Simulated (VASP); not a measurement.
Runs of VASP 6.6.1 on BeZn2Te3. The structure is that of space group P4mm (No. 99), or close to it. The cells are those of the table. 

| task | cell | k mesh | cutoff (eV) | gap on the mesh (eV) | pressure (GPa) | largest force (eV/Å) |
| --- | --- | --- | --- | --- | --- | --- |
| single point | a = 4.596, b = 4.596, c = 8.062 Å, 6 atoms | 4 × 4 × 2 | 520 | none | 0.1 | 0.02 |
| single point | a = 3.887, b = 3.887, c = 8.252 Å, 6 atoms | 4 × 4 × 2 | 520 | none | (a) | 1.82 |
| single point | a = 4.670, b = 4.670, c = 7.958 Å, 6 atoms | 8 × 8 × 6 | 520 | none | 0.1 | 0.02 |
| relaxation of cell and atoms | relaxed from a = 3.887, b = 3.887, c = 8.252 Å, 6 atoms | 4 × 4 × 2 | 600 | none | 0.0 | 0.04 |

Alike in all rows: level PBE; potentials or basis VASP PAW PBE potentials, release 64 (Be, Zn, Te); no spin polarisation; smearing gaussian 0.1 eV.

**Question.** Fill in the values left out.

**Answer.** (a) 15.1.

Caveats: some runs use coarse meshes; spin-orbit coupling is left out, which moves the levels of the heavy elements; forces of over 1 eV/Å act on the atoms, so gaps and moduli don't describe the material at rest (some runs).

A k mesh can miss the band edges, and the runs leave out spin-orbit coupling on Te.

A gap of «none» marks levels without a gap at the run's occupations.
